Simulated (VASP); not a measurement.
# LaB6 (Pm-3m) in VASP: further runs, part 2 of 2

VASP 6.6.1. Earlier steps stand in the parts before.

## (5) Single point, r2SCAN

This run uses another cell than the first one, of 9.61 Å³/atom, 0.978 times its volume.

Input file POSCAR:

```
LaB6
1.0
    4.0674384600      0.0000000000      0.0000000000
    0.0000000000      4.0674384600      0.0000000000
    0.0000000000      0.0000000000      4.0674384600
La B
1 6
Direct
    0.0000000000      0.0000000000      0.0000000000
    0.1992369217      0.5000000000      0.5000000000
    0.5000000000      0.1992369217      0.5000000000
    0.8007630783      0.5000000000      0.5000000000
    0.5000000000      0.8007630783      0.5000000000
    0.5000000000      0.5000000000      0.1992369217
    0.5000000000      0.5000000000      0.8007630783
```

Input file INCAR.step1:

```
PREC = Accurate
ENCUT = 520
ISMEAR = -1
SIGMA = 0.1
LREAL = False
LASPH = True
NELM = 60
NBANDS = 24
GGA = PE
ALGO = Normal
EDIFF = 1E-4
LWAVE = True
LCHARG = False
```

Input file INCAR.step2:

```
PREC = Accurate
ENCUT = 520
EDIFF = 1E-6
ISMEAR = -1
SIGMA = 0.1
LREAL = False
LASPH = True
NELM = 60
ALGO = Normal
ISIF = 2
LWAVE = False
LCHARG = False
METAGGA = R2SCAN
LMIXTAU = True
NBANDS = 24
ISTART = 1
```

Input file KPOINTS:

```
regular mesh
0
Gamma
  8 8 8
```

Potentials or basis: VASP PAW PBE potentials, release 64 (La, B).

Command:

```bash
> cat potpaw_PBE.64/La/POTCAR potpaw_PBE.64/B/POTCAR > POTCAR
> cp INCAR.step1 INCAR
> mpirun -np 1 vasp_std > vasp.out
> cp INCAR.step2 INCAR
> mpirun -np 1 vasp_std > vasp.out
```

OUTCAR:

```text
PREC = Accurate
   ENCUT = 520
   EDIFF = 1E-6
   ISMEAR = -1
   LREAL = False
   LASPH = True
   NELM = 60
   ISIF = 2
   METAGGA = R2SCAN
   ISTART = 1

 ion  position               nearest neighbor table
   1  0.000  0.000  0.000-
   2  0.199  0.500  0.500-   4 1.62   3 1.73   5 1.73   6 1.73   7 1.73
   3  0.500  0.199  0.500-   5 1.62   4 1.73   2 1.73   6 1.73   7 1.73
   4  0.801  0.500  0.500-   2 1.62   3 1.73   5 1.73   6 1.73   7 1.73
   5  0.500  0.801  0.500-   3 1.62   2 1.73   4 1.73   6 1.73   7 1.73
   6  0.500  0.500  0.199-   7 1.62   3 1.73   4 1.73   5 1.73   2 1.73
   7  0.500  0.500  0.801-   6 1.62   3 1.73   4 1.73   5 1.73   2 1.73

[... 855 lines left out ...]
  Total        5.2524763      5.2524763      5.2524763      0.0000000      0.0000000      0.0000000
  in kB      125.0580673    125.0580673    125.0580673      0.0000000      0.0000000      0.0000000
  external PRESSURE =     125.0580673 kB  Pullay stress =       0.0000000 kB

 VOLUME and BASIS-vectors are now :
 -----------------------------------------------------------------------------
  energy-cutoff  :      520.00
  volume of cell :       67.29
      direct lattice vectors                 reciprocal lattice vectors
     4.067438460  0.000000000  0.000000000     0.245854980  0.000000000  0.000000000
     0.000000000  4.067438460  0.000000000     0.000000000  0.245854980  0.000000000
     0.000000000  0.000000000  4.067438460     0.000000000  0.000000000  0.245854980

 POSITION                                       TOTAL-FORCE (eV/Angst)
 -----------------------------------------------------------------------------------
      0.00000      0.00000      0.00000         0.000000      0.000000     -0.000000
      0.81038      2.03372      2.03372        -0.029287     -0.000000     -0.000000
      2.03372      0.81038      2.03372         0.000000     -0.029287     -0.000000
      3.25705      2.03372      2.03372         0.029287      0.000000     -0.000000
      2.03372      3.25705      2.03372         0.000000      0.029287     -0.000000
      2.03372      2.03372      0.81038         0.000000     -0.000000     -0.029287
      2.03372      2.03372      3.25705         0.000000      0.000000      0.029287
 -----------------------------------------------------------------------------------
    total drift:                               -0.000000      0.000000      0.000000

  FREE ENERGIE OF THE ION-ELECTRON SYSTEM (eV)
  ---------------------------------------------------
  free  energy   TOTEN  =       -78.0708781809 eV

  energy  without entropy=      -78.0483331372  energy(sigma->0) =      -78.05960566
```

OUTCAR.step1:

```text
PREC = Accurate
   ENCUT = 520
   ISMEAR = -1
   LREAL = False
   LASPH = True
   NELM = 60
[... 886 lines left out ...]
      2.03372      3.25705      2.03372        -0.000000      0.086432      0.000000
      2.03372      2.03372      0.81038        -0.000000      0.000000     -0.086432
      2.03372      2.03372      3.25705        -0.000000      0.000000      0.086432
 -----------------------------------------------------------------------------------
    total drift:                               -0.000000     -0.000000     -0.000000

  FREE ENERGIE OF THE ION-ELECTRON SYSTEM (eV)
  ---------------------------------------------------
  free  energy   TOTEN  =       -48.9011083680 eV

  energy  without entropy=      -48.8774652935  energy(sigma->0) =      -48.88928683
```

OSZICAR.step1:

```text
N       E                     dE             d eps       ncg     rms          rms(c)
DAV:   1     0.204657658348E+03    0.20466E+03   -0.11224E+04  1840   0.157E+03
DAV:   2    -0.241931549338E+02   -0.22885E+03   -0.19374E+03  1936   0.273E+02
DAV:   3    -0.526191100638E+02   -0.28426E+02   -0.27399E+02  2536   0.112E+02
DAV:   4    -0.538064553840E+02   -0.11873E+01   -0.11841E+01  2960   0.212E+01
DAV:   5    -0.538444044964E+02   -0.37949E-01   -0.37919E-01  2432   0.283E+00    0.974E+00
DAV:   6    -0.492665532577E+02    0.45779E+01   -0.98242E+00  2664   0.169E+01    0.502E+00
DAV:   7    -0.489398079362E+02    0.32675E+00   -0.45434E+00  2648   0.103E+01    0.211E+00
DAV:   8    -0.490882459197E+02   -0.14844E+00   -0.19000E+00  2936   0.139E+01    0.158E+00
DAV:   9    -0.489294780903E+02    0.15877E+00   -0.29900E-01  2872   0.432E+00    0.768E-01
DAV:  10    -0.489018382786E+02    0.27640E-01   -0.25979E-01  2960   0.405E+00    0.214E-01
DAV:  11    -0.489031062393E+02   -0.12680E-02   -0.19265E-02  2512   0.893E-01    0.200E-01
DAV:  12    -0.489018795624E+02    0.12267E-02   -0.15747E-03  2960   0.362E-01    0.117E-01
DAV:  13    -0.489010941416E+02    0.78542E-03   -0.40413E-03  2928   0.543E-01    0.994E-03
DAV:  14    -0.489011083680E+02   -0.14226E-04   -0.20868E-04  2208   0.107E-01
   1 F= -.48901108E+02 E0= -.48889287E+02  d E =-.236431E-01
```

Wall time 3.6 min (1 thread of AMD EPYC 7R43 (Zen 3), shared host); peak memory 0.18 GiB.

What came out:

| Item | Value |
| --- | --- |
| Free energy | -78.0709 eV |
| Pressure | 12.5 GPa |
| Largest force | 0.029 eV/Å |

Forces in eV/Å, atoms in the order of the input:
```
La   0.000  0.000  0.000
B   -0.029  0.000  0.000
B    0.000 -0.029  0.000
B    0.029  0.000  0.000
B    0.000  0.029  0.000
B    0.000  0.000 -0.029
B    0.000  0.000  0.029
```

Caveat: the PAW data sets were made with another functional, which shifts forces and pressure a little; spin-orbit coupling is left out, which moves the levels of the heavy elements.

## (6) Single point, r2SCAN

Input file POSCAR:

```
LaB6
1.0
    4.0960833400      0.0000000000      0.0000000000
    0.0000000000      4.0960833400      0.0000000000
    0.0000000000      0.0000000000      4.0960833400
La B
1 6
Direct
    0.0000000000      0.0000000000      0.0000000000
    0.1994911654      0.5000000000      0.5000000000
    0.5000000000      0.1994911654      0.5000000000
    0.8005088346      0.5000000000      0.5000000000
    0.5000000000      0.8005088346      0.5000000000
    0.5000000000      0.5000000000      0.1994911654
    0.5000000000      0.5000000000      0.8005088346
```

Input file INCAR.step1:

```
SYSTEM = LaB6
  PREC = Accurate
  ENCUT = 520
  ISMEAR = -1
  SIGMA = 0.1
  LREAL = .False.
  LASPH = .True.
  NELM = 60
  NBANDS = 24
  GGA = PE
  ALGO = Normal
  EDIFF = 1E-4
  LWAVE = .True.
  LCHARG = .False.
```

Input file INCAR.step2:

```
SYSTEM = LaB6
  PREC = Accurate
  ENCUT = 520
  EDIFF = 1E-6
  ISMEAR = -1
  SIGMA = 0.1
  LREAL = .False.
  LASPH = .True.
  NELM = 60
  ALGO = Normal
  ISIF = 2
  LWAVE = .False.
  LCHARG = .False.
  METAGGA = R2SCAN
  LMIXTAU = .True.
  NBANDS = 24
  ISTART = 1
```

Input file KPOINTS:

```
Automatic mesh
0
Gamma
  8 8 8
  0 0 0
```

Potentials or basis: VASP PAW PBE potentials, release 64 (La, B).

Command:

```bash
> cat potpaw_PBE.64/La/POTCAR potpaw_PBE.64/B/POTCAR > POTCAR
> cp INCAR.step1 INCAR
> mpirun -np 1 vasp_std > vasp.out
> cp INCAR.step2 INCAR
> mpirun -np 1 vasp_std > vasp.out
```

OUTCAR:

```text
SYSTEM = LaB6
   PREC = Accurate
   ENCUT = 520
   EDIFF = 1E-6
   ISMEAR = -1
   LREAL = .False.
   LASPH = .True.
   NELM = 60
   ISIF = 2
   METAGGA = R2SCAN
   ISTART = 1

 ion  position               nearest neighbor table
   1  0.000  0.000  0.000-
   2  0.199  0.500  0.500-   4 1.63   3 1.74   5 1.74   6 1.74   7 1.74
   3  0.500  0.199  0.500-   5 1.63   4 1.74   2 1.74   6 1.74   7 1.74
   4  0.801  0.500  0.500-   2 1.63   3 1.74   5 1.74   6 1.74   7 1.74
   5  0.500  0.801  0.500-   3 1.63   2 1.74   4 1.74   6 1.74   7 1.74
   6  0.500  0.500  0.199-   7 1.63   3 1.74   4 1.74   5 1.74   2 1.74
   7  0.500  0.500  0.801-   6 1.63   3 1.74   4 1.74   5 1.74   2 1.74

  LATTYP: Found a simple cubic cell.
 ALAT       =     4.0960833400

  Lattice vectors:

 A1 = (   4.0960833400,   0.0000000000,   0.0000000000)
 A2 = (   0.0000000000,   4.0960833400,   0.0000000000)
 A3 = (   0.0000000000,   0.0000000000,   4.0960833400)

Analysis of symmetry for initial positions (statically):
=====================================================================
 Subroutine PRICEL returns:
 Original cell was already a primitive cell.

 Routine SETGRP: Setting up the symmetry group for a
 simple cubic supercell.

 Subroutine GETGRP returns: Found 48 space group operations
 (whereof 48 operations were pure point group operations)
 out of a pool of 48 trial point group operations.

The static configuration has the point symmetry O_h .

Analysis of symmetry for dynamics (positions and initial velocities):
=====================================================================
 Subroutine PRICEL returns:
 Original cell was already a primitive cell.

 Routine SETGRP: Setting up the symmetry group for a
 simple cubic supercell.

 Subroutine GETGRP returns: Found 48 space group operations
 (whereof 48 operations were pure point group operations)
 out of a pool of 48 trial point group operations.

The dynamic configuration has the point symmetry O_h .
[... 125 lines left out ...]
   EFERMI_NEDOS =   21; number of points for ismear=-14 and -15
   IALGO  =     38    algorithm
   IMIX   =      4    mixing-type and parameters
     AMIX     =   0.40;   BMIX     =  1.00
     AMIX_MAG =   1.60;   BMIX_MAG =  1.00
  volume/ion in A,a.u.               =       9.82        66.25
  Fermi-wavevector in a.u.,A,eV,Ry     =   1.227926  2.320443 20.514881  1.507801
  Thomas-Fermi vector in A             =   2.362870
   LORBIT       =      0    0 simple, 1 ext, 2 COOP (PROOUT), +10 PAW based schemes
   METAGGA = R2SCAN    functional components
   LHFCALC =     F    Hartree Fock is set to
   AEXX    =    0.0000 exact exchange contribution
   IVDW    =     0    specifies the selected vdW correction
   LEPSILON=     F    determine dielectric tensor
   LRPA    =     F    only Hartree local field effects (RPA)
 non-spin polarized calculation
  energy-cutoff  :      520.00
  volume of cell :       68.72
 maximum number of plane-waves:      1863
   NGX = 15   NGY = 15   NGZ = 15

 number of electron      29.0000003 magnetization

 Free energy of the ion-electron system (eV)
  ---------------------------------------------------
  ext. energy  EPLUGINS =         0.00000000
  ---------------------------------------------------
  free energy    TOTEN  =       -78.16282547 eV

  energy without entropy =      -78.13960453  energy(sigma->0) =      -78.15121500

 E-fermi :   9.1210     XC(G=0): -12.1372

 val. band max:        9.1079659773   @ k =   0.2500   0.2500   0.0000
 cond. band min:       9.1377866219   @ k =   0.1250   0.1250   0.0000
 fundamental gap:      0.0298206446
 Fermi energy:         9.1210060642

 k-point     1 :       0.0000    0.0000    0.0000
  band No.  band energies     occupation
      1     -25.1106      2.00000
      2      -8.4400      2.00000
      3      -8.4400      2.00000
      4      -8.4400      2.00000
      5      -7.7198      2.00000
      6       0.5548      2.00000
[... 637 lines left out ...]
     23      12.5621      0.00000
     24      12.8534      0.00000

 [... further k-points ...]
[... 5 lines left out ...]
  --------------------------------------------------------------------------------------
  -------------------------------------------------------------------------------------
  Total        3.4099021      3.4099021      3.4099021     -0.0000000     -0.0000000     -0.0000000
  in kB       79.4961576     79.4961576     79.4961576     -0.0000000     -0.0000000     -0.0000000
  external PRESSURE =      79.4961576 kB  Pullay stress =       0.0000000 kB

 VOLUME and BASIS-vectors are now :
 -----------------------------------------------------------------------------
  energy-cutoff  :      520.00
  volume of cell :       68.72
      direct lattice vectors                 reciprocal lattice vectors
     4.096083340  0.000000000  0.000000000     0.244135658  0.000000000  0.000000000
     0.000000000  4.096083340  0.000000000     0.000000000  0.244135658  0.000000000
     0.000000000  0.000000000  4.096083340     0.000000000  0.000000000  0.244135658

 POSITION                                       TOTAL-FORCE (eV/Angst)
 -----------------------------------------------------------------------------------
      0.00000      0.00000      0.00000         0.000000     -0.000000      0.000000
      0.81713      2.04804      2.04804        -0.026089     -0.000000     -0.000000
      2.04804      0.81713      2.04804         0.000000     -0.026089      0.000000
      3.27895      2.04804      2.04804         0.026089     -0.000000      0.000000
      2.04804      3.27895      2.04804         0.000000      0.026089     -0.000000
      2.04804      2.04804      0.81713         0.000000     -0.000000     -0.026089
      2.04804      2.04804      3.27895         0.000000     -0.000000      0.026089
 -----------------------------------------------------------------------------------
    total drift:                               -0.000000      0.000000     -0.000000

  FREE ENERGIE OF THE ION-ELECTRON SYSTEM (eV)
  ---------------------------------------------------
  free  energy   TOTEN  =       -78.1628254686 eV

  energy  without entropy=      -78.1396045319  energy(sigma->0) =      -78.15121500
```

OUTCAR.step1:

```text
SYSTEM = LaB6
   PREC = Accurate
   ENCUT = 520
   ISMEAR = -1
   LREAL = .False.
   LASPH = .True.
   NELM = 60
[... 886 lines left out ...]
      2.04804      3.27895      2.04804        -0.000000      0.082641      0.000000
      2.04804      2.04804      0.81713        -0.000000      0.000000     -0.082641
      2.04804      2.04804      3.27895        -0.000000     -0.000000      0.082641
 -----------------------------------------------------------------------------------
    total drift:                                0.000000     -0.000000     -0.000000

  FREE ENERGIE OF THE ION-ELECTRON SYSTEM (eV)
  ---------------------------------------------------
  free  energy   TOTEN  =       -48.9925777483 eV

  energy  without entropy=      -48.9681495298  energy(sigma->0) =      -48.98036364
```

OSZICAR.step1:

```text
N       E                     dE             d eps       ncg     rms          rms(c)
DAV:   1     0.202375574539E+03    0.20238E+03   -0.11007E+04  1792   0.154E+03
DAV:   2    -0.259171670011E+02   -0.22829E+03   -0.19424E+03  1928   0.274E+02
DAV:   3    -0.526010122667E+02   -0.26684E+02   -0.25298E+02  2376   0.112E+02
DAV:   4    -0.537428298226E+02   -0.11418E+01   -0.11361E+01  3056   0.201E+01
DAV:   5    -0.537752044831E+02   -0.32375E-01   -0.32349E-01  2408   0.276E+00    0.952E+00
DAV:   6    -0.493416260888E+02    0.44336E+01   -0.95758E+00  2704   0.164E+01    0.487E+00
DAV:   7    -0.490283222001E+02    0.31330E+00   -0.44550E+00  2576   0.997E+00    0.206E+00
DAV:   8    -0.492020653924E+02   -0.17374E+00   -0.20230E+00  2880   0.141E+01    0.162E+00
DAV:   9    -0.490264817553E+02    0.17558E+00   -0.32649E-01  2912   0.448E+00    0.818E-01
DAV:  10    -0.489931008618E+02    0.33381E-01   -0.28729E-01  3024   0.420E+00    0.218E-01
DAV:  11    -0.489943742381E+02   -0.12734E-02   -0.19473E-02  2480   0.910E-01    0.190E-01
DAV:  12    -0.489934170831E+02    0.95715E-03   -0.12424E-03  2912   0.288E-01    0.120E-01
DAV:  13    -0.489925637249E+02    0.85336E-03   -0.42264E-03  2920   0.564E-01    0.113E-02
DAV:  14    -0.489925777483E+02   -0.14023E-04   -0.22539E-04  2320   0.117E-01
   1 F= -.48992578E+02 E0= -.48980364E+02  d E =-.244282E-01
```

It took 3.9 min on 1 thread of AMD EPYC 7R43 (Zen 3), shared host; peak memory 0.17 GiB.

What came out:

```yaml
Free_energy: -78.1628 eV
Pressure: 7.9 GPa
Largest_force: 0.026 eV/Å
```

Forces on the atoms (eV/Å):
```
La   0.000  0.000  0.000
B   -0.026  0.000  0.000
B    0.000 -0.026  0.000
B    0.026  0.000  0.000
B    0.000  0.026  0.000
B    0.000  0.000 -0.026
B    0.000  0.000  0.026
```

Caveat: the PAW data sets were made with another functional, which shifts forces and pressure a little; spin-orbit coupling is left out, which moves the levels of the heavy elements.

## (7) The runs side by side

```tsv
level	potentials or basis	cell	gap on the mesh (eV)	pressure (GPa)	largest force (eV/Å)
LDA	VASP PAW LDA potentials, release 64 (La, B)	a = 4.098 Å, 7 atoms	none	0.2	0.02
PBEsol	VASP PAW PBE potentials, release 64 (La, B)	a = 4.130 Å, 7 atoms	none	0.1	0.03
PBE	VASP PAW PBE potentials, release 64 (La, B)	a = 4.155 Å, 7 atoms	none	0.0	0.02
r2SCAN	VASP PAW PBE potentials, release 64 (La, B)	a = 4.067 Å, 7 atoms	none	12.5	0.03
r2SCAN	VASP PAW PBE potentials, release 64 (La, B)	a = 4.096 Å, 7 atoms	none	7.9	0.03
```

Alike in all rows: task single point; no spin polarisation; k mesh 8 × 8 × 8; cutoff (eV) 520; smearing fermi-dirac 0.1 eV.

Caveats: spin-orbit coupling is left out, which moves the levels of the heavy elements; the PAW data sets were made with another functional, which shifts forces and pressure a little (some runs).

Absolute energies hang on the potentials; compare differences alone.
